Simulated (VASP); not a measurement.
# GaAs (F-43m) in VASP: notebook

The runs below take GaAs through single point, with PBE.

Everything below comes from runs of VASP 6.6.1. Logs are shortened: lines on timing, memory, paths and dates and some standing lists are left out, and cuts for length are marked.

**1. The cell of the first run**

It takes space group F-43m (No. 216, cubic). The conventional cell has a = 5.499 Å, b = 5.499 Å, c = 5.499 Å, α = 90.00°, β = 90.00°, γ = 90.00°. Ga (site symmetry -43m) has 4 As at 2.38 Å within 3.1 Å. Within 3.1 Å of As (site symmetry -43m) lie 4 Ga at 2.38 Å.

**2. Single point, PBE**

Contents of INCAR:

```
ALGO = Normal ; EDIFF = 1E-6
ENCUT = 500 ; GGA = PE
GGA_COMPAT = False ; ISIF = 2
ISMEAR = 0 ; LASPH = True
LCHARG = False ; LREAL = False
LWAVE = False ; NBANDS = 16
NELM = 120 ; PREC = Accurate
SIGMA = 0.01
```

Contents of KPOINTS:

```
k-points
0
Gamma
  3 3 3
```

Contents of POSCAR:

```
GaAs
1.0
    0.0000000000      2.7495086117      2.7495086117
    2.7495086117      0.0000000000      2.7495086117
    2.7495086117      2.7495086117      0.0000000000
Ga As
1 1
Direct
    0.0000000000      0.0000000000      0.0000000000
    0.2500000000      0.2500000000      0.2500000000
```

Potentials or basis: VASP PAW PBE potentials, release 64 (Ga_d, As).

Run with:

```
$ cat potpaw_PBE.64/Ga_d/POTCAR potpaw_PBE.64/As/POTCAR > POTCAR
$ mpirun -np 1 vasp_std > vasp.out
```

OUTCAR:

```text
EDIFF = 1E-6
   ENCUT = 500
   GGA = PE
   ISIF = 2
   ISMEAR = 0
   LASPH = True
   LREAL = False
   NELM = 120
   PREC = Accurate

 ion  position               nearest neighbor table
   1  0.000  0.000  0.000-   2 2.38   2 2.38   2 2.38   2 2.38
   2  0.250  0.250  0.250-   1 2.38   1 2.38   1 2.38   1 2.38

  LATTYP: Found a face centered cubic cell.
 ALAT       =     5.4990172234

  Lattice vectors:

 A1 = (   0.0000000000,   2.7495086117,   2.7495086117)
 A2 = (   2.7495086117,   0.0000000000,   2.7495086117)
 A3 = (   2.7495086117,   2.7495086117,   0.0000000000)

Analysis of symmetry for initial positions (statically):
=====================================================================
 Subroutine PRICEL returns:
 Original cell was already a primitive cell.

 Routine SETGRP: Setting up the symmetry group for a
 face centered cubic supercell.

 Subroutine GETGRP returns: Found 24 space group operations
 (whereof 24 operations were pure point group operations)
 out of a pool of 48 trial point group operations.

The static configuration has the point symmetry T_d .

Analysis of symmetry for dynamics (positions and initial velocities):
=====================================================================
 Subroutine PRICEL returns:
 Original cell was already a primitive cell.

 Routine SETGRP: Setting up the symmetry group for a
 face centered cubic supercell.

 Subroutine GETGRP returns: Found 24 space group operations
 (whereof 24 operations were pure point group operations)
 out of a pool of 48 trial point group operations.

The dynamic configuration has the point symmetry T_d .

 Subroutine INISYM returns: Found 24 space group operations
 (whereof 24 operations are pure point group operations),
 and found     1 'primitive' translations

----------------------------------------------------------------------------------------

                                     Primitive cell

  volume of cell :      41.5715

  direct lattice vectors                    reciprocal lattice vectors
     0.000000000  2.749508612  2.749508612    -0.181850676  0.181850676  0.181850676
     2.749508612  0.000000000  2.749508612     0.181850676 -0.181850676  0.181850676
     2.749508612  2.749508612  0.000000000     0.181850676  0.181850676 -0.181850676

  length of vectors
     3.888392369  3.888392369  3.888392369     0.314974610  0.314974610  0.314974610

  position of ions in fractional coordinates (direct lattice)
     0.000000000  0.000000000  0.000000000
     0.250000000  0.250000000  0.250000000

  ion indices of the primitive-cell ions
   primitive index   ion index
                 1           1
                 2           2

----------------------------------------------------------------------------------------

 KPOINTS: k-points

Automatic generation of k-mesh.
 Grid dimensions read from file:
 generate k-points for:    3    3    3

 Generating k-lattice:

  Cartesian coordinates                     Fractional coordinates (reciprocal lattice)
    -0.060616892  0.060616892  0.060616892     0.333333333  0.000000000  0.000000000
     0.060616892 -0.060616892  0.060616892     0.000000000  0.333333333  0.000000000
     0.060616892  0.060616892 -0.060616892     0.000000000  0.000000000  0.333333333

  Length of vectors
     0.104991537  0.104991537  0.104991537

  Shift w.r.t. Gamma in fractional coordinates (k-lattice)
     0.000000000  0.000000000  0.000000000

 Subroutine IBZKPT returns following result:
 ===========================================

 Found      4 irreducible k-points:

 Following reciprocal coordinates:
            Coordinates               Weight
  0.000000  0.000000  0.000000      1.000000
  0.333333  0.000000  0.000000      8.000000
  0.333333  0.333333  0.000000      6.000000
 -0.333333  0.333333  0.000000     12.000000
   k-points           NKPTS =      4   k-points in BZ     NKDIM =      4   number of bands    NBANDS=     16
   number of dos      NEDOS =    301   number of ions     NIONS =      2
   total plane-waves  NPLWV =  21952
   dimension x,y,z NGX =    28 NGY =   28 NGZ =   28
   dimension x,y,z NGXF=    56 NGYF=   56 NGZF=   56
   ions per type =               1   1
   NGX,Y,Z   is equivalent  to a cutoff of  11.97, 11.97, 11.97 a.u.
   NGXF,Y,Z  is equivalent  to a cutoff of  23.94, 23.94, 23.94 a.u.
 SYSTEM =  unknown system
   PREC   = accura    normal or accurate (medium, high low for compatibility)
   ISTART =      0    job   : 0-new  1-cont  2-samecut
   ICHARG =      2    charge: 1-file 2-atom 10-const
   ISPIN  =      1    spin polarized calculation?
   LNONCOLLINEAR =      F non collinear calculations
   LSORBIT =      F    spin-orbit coupling
   LASPH  =      T    aspherical Exc in radial PAW
   ENCUT  =  500.0 eV  36.75 Ry    6.06 a.u.   7.09  7.09  7.09*2*pi/ulx,y,z
   NELM   =    120;   NELMIN=  2; NELMDL= -5     # of ELM steps
   EDIFF  = 0.1E-05   stopping-criterion for ELM
   LREAL  =      F    real-space projection
   EDIFFG = 0.1E-04   stopping-criterion for IOM
   NSW    =      0    number of steps for IOM
   IBRION =     -1    ionic relax: 0-MD 1-quasi-New 2-CG
   NFREE  =      0    steps in history (QN), initial steepest desc. (CG)
   ISIF   =      2    stress and relaxation
   ISYM   =      2    0-nonsym 1-usesym 2-fastsym
   POTIM  = 0.5000    time-step for ionic-motion
   TEBEG  =    0.0;   TEEND  =   0.0 temperature during run
   PSTRESS=    0.0 pullay stress
   NELECT =      18.0000    total number of electrons
   NUPDOWN=      -1.0000    fix difference up-down
   EMIN   =  10.00;   EMAX   =-10.00  energy-range for DOS
   EFERMI =   0.00;   METHOD = LEGACY
   ISMEAR =     0;   SIGMA  =   0.01  broadening in eV -4-tet -1-fermi 0-gaus
   EFERMI_NEDOS =   21; number of points for ismear=-14 and -15
   IALGO  =     38    algorithm
   IMIX   =      4    mixing-type and parameters
     AMIX     =   0.40;   BMIX     =  1.00
     AMIX_MAG =   1.60;   BMIX_MAG =  1.00
  volume/ion in A,a.u.               =      20.79       140.27
  Fermi-wavevector in a.u.,A,eV,Ry     =   1.238513  2.340450 20.870174  1.533915
  Thomas-Fermi vector in A             =   2.373035
   LORBIT       =      0    0 simple, 1 ext, 2 COOP (PROOUT), +10 PAW based schemes
   GGA     = PE    functional components
   LHFCALC =     F    Hartree Fock is set to
   AEXX    =    0.0000 exact exchange contribution
   IVDW    =     0    specifies the selected vdW correction
   LEPSILON=     F    determine dielectric tensor
   LRPA    =     F    only Hartree local field effects (RPA)
 non-spin polarized calculation
 Gauss-broadening in eV      SIGMA  =   0.01
  energy-cutoff  :      500.00
  volume of cell :       41.57
 maximum number of plane-waves:      1067
   NGX = 15   NGY = 15   NGZ = 15

 number of electron      18.0000011 magnetization

 Free energy of the ion-electron system (eV)
  ---------------------------------------------------
  ext. energy  EPLUGINS =         0.00000000
  ---------------------------------------------------
  free energy    TOTEN  =        -7.47730158 eV

  energy without entropy =       -7.47730158  energy(sigma->0) =       -7.47730158

 E-fermi :   4.9359     XC(G=0):  -9.8972

 val. band max:        4.8753152440   @ k =   0.0000   0.0000   0.0000
 cond. band min:       6.0236695830   @ k =   0.0000   0.0000   0.0000
 fundamental gap:      1.1483543391
 Fermi energy:         4.9359100255

 k-point     1 :       0.0000    0.0000    0.0000
  band No.  band energies     occupation
      1     -10.2294      2.00000
      2     -10.2294      2.00000
      3     -10.2294      2.00000
      4     -10.1312      2.00000
      5     -10.1312      2.00000
      6      -8.4933      2.00000
      7       4.8753      2.00000
      8       4.8753      2.00000
      9       4.8753      2.00000
     10       6.0237      0.00000
     11       8.5324      0.00000
     12       8.5324      0.00000
     13       8.5324      0.00000
     14      12.7071      0.00000
     15      15.1314      0.00000
     16      15.1314      0.00000

 k-point     2 :       0.3333    0.0000    0.0000
  band No.  band energies     occupation
      1     -10.3118      2.00000
      2     -10.2090      2.00000
      3     -10.2090      2.00000
      4     -10.1290      2.00000
      5     -10.1290      2.00000
      6      -7.1831      2.00000
      7      -0.8594      2.00000
      8       3.8200      2.00000
      9       3.8200      2.00000
     10       6.2990      0.00000
     11       9.5484      0.00000
     12       9.5484      0.00000
     13      12.4895      0.00000
     14      13.8564      0.00000
     15      14.6744      0.00000
     16      14.6744      0.00000

 k-point     3 :       0.3333    0.3333    0.0000
  band No.  band energies     occupation
      1     -10.3428      2.00000
      2     -10.1816      2.00000
      3     -10.1816      2.00000
      4     -10.1572      2.00000
      5     -10.1188      2.00000
      6      -6.7224      2.00000
      7      -0.7049      2.00000
      8       2.3530      2.00000
      9       2.3530      2.00000
     10       6.2752      0.00000
     11       7.4710      0.00000
     12      13.2722      0.00000
     13      13.2722      0.00000
     14      14.1277      0.00000
     15      16.9692      0.00000
     16      18.5807      0.00000

 k-point     4 :      -0.3333    0.3333    0.0000
  band No.  band energies     occupation
      1     -10.3480      2.00000
      2     -10.1909      2.00000
      3     -10.1803      2.00000
      4     -10.1425      2.00000
      5     -10.1273      2.00000
      6      -5.7990      2.00000
      7      -2.0020      2.00000
      8       0.4042      2.00000
      9       2.6592      2.00000
     10       7.0388      0.00000
     11      11.0806      0.00000
     12      12.2675      0.00000
     13      12.7956      0.00000
     14      12.8433      0.00000
     15      14.6544      0.00000
     16      19.7237      0.00000

------------------------ aborting loop because EDIFF is reached ----------------------------------------

  FORCE on cell =-STRESS in cart. coord.  units (eV):
  Direction    XX          YY          ZZ          XY          YZ          ZX
  --------------------------------------------------------------------------------------
  -------------------------------------------------------------------------------------
  Total        3.3102198      3.3102198      3.3102198      0.0000000      0.0000000     -0.0000000
  in kB      127.5769354    127.5769354    127.5769354      0.0000000      0.0000000     -0.0000000
  external PRESSURE =     127.5769354 kB  Pullay stress =       0.0000000 kB

 VOLUME and BASIS-vectors are now :
 -----------------------------------------------------------------------------
  energy-cutoff  :      500.00
  volume of cell :       41.57
      direct lattice vectors                 reciprocal lattice vectors
     0.000000000  2.749508612  2.749508612    -0.181850676  0.181850676  0.181850676
     2.749508612  0.000000000  2.749508612     0.181850676 -0.181850676  0.181850676
     2.749508612  2.749508612  0.000000000     0.181850676  0.181850676 -0.181850676

 POSITION                                       TOTAL-FORCE (eV/Angst)
 -----------------------------------------------------------------------------------
      0.00000      0.00000      0.00000        -0.000000     -0.000000     -0.000000
      1.37475      1.37475      1.37475         0.000000      0.000000      0.000000
 -----------------------------------------------------------------------------------
    total drift:                                0.000001      0.000001      0.000001

  FREE ENERGIE OF THE ION-ELECTRON SYSTEM (eV)
  ---------------------------------------------------
  free  energy   TOTEN  =        -7.4773015804 eV

  energy  without entropy=       -7.4773015804  energy(sigma->0) =       -7.47730158
```

It used 5.3 s of CPU time on 1 thread of AMD EPYC 7R13 Processor (Zen 3), on a shared host.

What came out:

```yaml
Free_energy: -7.4773 eV
Pressure: 12.8 GPa
Band_gap_on_the_k_mesh: 1.15 eV, direct
```

Caveat: the k points lie up to 0.66 Å⁻¹ apart. A k mesh can miss the band edges.

**3. Single point, PBE**

Contents of INCAR:

```
SYSTEM = GaAs
PREC = Accurate
ENCUT = 500
EDIFF = 1E-6
ISMEAR = 0
SIGMA = 0.01
LREAL = .False.
LASPH = .True.
NELM = 120
ALGO = Normal
ISIF = 2
LWAVE = .False.
LCHARG = .True.
GGA = PE
LELF = .True.
LVHAR = .True.
NBANDS = 16
GGA_COMPAT = .False.
```

Contents of KPOINTS:

```
Automatic mesh
0
Gamma
  3 3 3
  0 0 0
```

POSCAR is that of step 2.

Potentials or basis: VASP PAW PBE potentials, release 64 (Ga_d, As).

Run with:

```
$ cat potpaw_PBE.64/Ga_d/POTCAR potpaw_PBE.64/As/POTCAR > POTCAR
$ mpirun -np 1 vasp_std > vasp.out
```

It used 6 s of CPU time on 1 thread of AMD EPYC 7R13 Processor (Zen 3), on a shared host.

It converged, with:

```
Free energy            : -7.4773 eV
Pressure               : 12.8 GPa
Band gap on the k mesh : 1.15 eV, direct
```

Levels at points of the mesh, in eV from the valence-band top:
| k point | band 7 | band 8 | band 9 | band 10 | band 11 | band 12 |
| --- | --- | --- | --- | --- | --- | --- |
| (0.00, 0.00, 0.00) | 0.00 | 0.00 | 0.00 | 1.15 | 3.66 | 3.66 |

Caveat: the k points lie up to 0.66 Å⁻¹ apart.

**4. Single point, PBE**

This run uses another cell than the first one, of 21.69 Å³/atom, 1.043 times its volume.

Contents of INCAR:

```
PREC = Accurate
ENCUT = 500
EDIFF = 1E-6
ISMEAR = 0
SIGMA = 0.01
LREAL = F
LASPH = T
NELM = 120
ALGO = Normal
ISIF = 2
LWAVE = F
LCHARG = T
GGA = PE
LELF = T
LVHAR = T
NBANDS = 16
GGA_COMPAT = F
```

Contents of KPOINTS:

```
regular mesh
0
Gamma
  3 3 3
```

Contents of POSCAR:

```
GaAs
1.0
    0.0000000000      2.7887926137      2.7887926137
    2.7887926137      0.0000000000      2.7887926137
    2.7887926137      2.7887926137      0.0000000000
Ga As
1 1
Direct
    0.0000000000      0.0000000000      0.0000000000
    0.2500000000      0.2500000000      0.2500000000
```

Potentials or basis: VASP PAW PBE potentials, release 64 (Ga_d, As).

Run with:

```
$ cat potpaw_PBE.64/Ga_d/POTCAR potpaw_PBE.64/As/POTCAR > POTCAR
$ mpirun -np 1 vasp_std > vasp.out
```

OUTCAR:

```text
PREC = Accurate
   ENCUT = 500
   EDIFF = 1E-6
   ISMEAR = 0
   LREAL = F
   LASPH = T
   NELM = 120
   ISIF = 2
   GGA = PE

 ion  position               nearest neighbor table
   1  0.000  0.000  0.000-   2 2.42   2 2.42   2 2.42   2 2.42
   2  0.250  0.250  0.250-   1 2.42   1 2.42   1 2.42   1 2.42

  LATTYP: Found a face centered cubic cell.
 ALAT       =     5.5775852274

  Lattice vectors:

 A1 = (   0.0000000000,   2.7887926137,   2.7887926137)
[... 240 lines left out ...]
------------------------ aborting loop because EDIFF is reached ----------------------------------------

  FORCE on cell =-STRESS in cart. coord.  units (eV):
  Direction    XX          YY          ZZ          XY          YZ          ZX
  --------------------------------------------------------------------------------------
  -------------------------------------------------------------------------------------
  Total        2.2377115      2.2377115      2.2377115      0.0000000     -0.0000000      0.0000000
  in kB       82.6486994     82.6486994     82.6486994      0.0000000     -0.0000000      0.0000000
  external PRESSURE =      82.6486994 kB  Pullay stress =       0.0000000 kB

 VOLUME and BASIS-vectors are now :
 -----------------------------------------------------------------------------
  energy-cutoff  :      500.00
  volume of cell :       43.38
      direct lattice vectors                 reciprocal lattice vectors
     0.000000000  2.788792614  2.788792614    -0.179289058  0.179289058  0.179289058
     2.788792614  0.000000000  2.788792614     0.179289058 -0.179289058  0.179289058
     2.788792614  2.788792614  0.000000000     0.179289058  0.179289058 -0.179289058

 POSITION                                       TOTAL-FORCE (eV/Angst)
 -----------------------------------------------------------------------------------
      0.00000      0.00000      0.00000         0.000000      0.000000      0.000000
      1.39440      1.39440      1.39440        -0.000000     -0.000000      0.000000
 -----------------------------------------------------------------------------------
    total drift:                               -0.000000     -0.000000     -0.000000

  FREE ENERGIE OF THE ION-ELECTRON SYSTEM (eV)
  ---------------------------------------------------
  free  energy   TOTEN  =        -7.5952198645 eV

  energy  without entropy=       -7.5952198645  energy(sigma->0) =       -7.59521986
```

OSZICAR:

```text
N       E                     dE             d eps       ncg     rms          rms(c)
DAV:   1     0.847809011230E+02    0.84781E+02   -0.94258E+03   128   0.159E+03
DAV:   2    -0.154874198575E+01   -0.86330E+02   -0.82062E+02   144   0.300E+02
DAV:   3    -0.774333538596E+01   -0.61946E+01   -0.61756E+01   160   0.647E+01
DAV:   4    -0.783043062821E+01   -0.87095E-01   -0.87086E-01   152   0.846E+00
DAV:   5    -0.783182231455E+01   -0.13917E-02   -0.13917E-02   160   0.981E-01    0.324E+00
DAV:   6    -0.762131710120E+01    0.21051E+00   -0.29550E-01   200   0.921E+00    0.197E+00
DAV:   7    -0.759103221825E+01    0.30285E-01   -0.10117E-01   136   0.218E+00    0.641E-01
DAV:   8    -0.759409394126E+01   -0.30617E-02   -0.16113E-02   144   0.137E+00    0.160E-01
DAV:   9    -0.759497756662E+01   -0.88363E-03   -0.15272E-03   144   0.413E-01    0.527E-02
DAV:  10    -0.759512789096E+01   -0.15032E-03   -0.12800E-04   152   0.132E-01    0.300E-02
DAV:  11    -0.759521938236E+01   -0.91491E-04   -0.11435E-04   136   0.806E-02    0.316E-03
DAV:  12    -0.759521986453E+01   -0.48218E-06   -0.22517E-06   176   0.182E-02
   1 F= -.75952199E+01 E0= -.75952199E+01  d E =-.718379E-24
```

It used 7.1 s of CPU time on 1 thread of AMD EPYC 7R13 Processor (Zen 3), on a shared host.

What came out:

| Quantity | Value |
| --- | --- |
| Free energy | -7.5952 eV |
| Pressure | 8.3 GPa |
| Band gap on the k mesh | 0.81 eV, direct |

Levels at points of the mesh, in eV from the valence-band top:
| k point | band 5 | band 6 | band 7 | band 8 | band 9 | band 10 | band 11 | band 12 | band 13 | band 14 |
| --- | --- | --- | --- | --- | --- | --- | --- | --- | --- | --- |
| (0.00, 0.00, 0.00) | -14.93 | -13.03 | 0.00 | 0.00 | 0.00 | 0.81 | 3.65 | 3.65 | 3.65 | 7.70 |

Caveat: the k points lie up to 0.65 Å⁻¹ apart. Expect the measured gap to be larger: semilocal functionals such as PBE lack the derivative discontinuity.
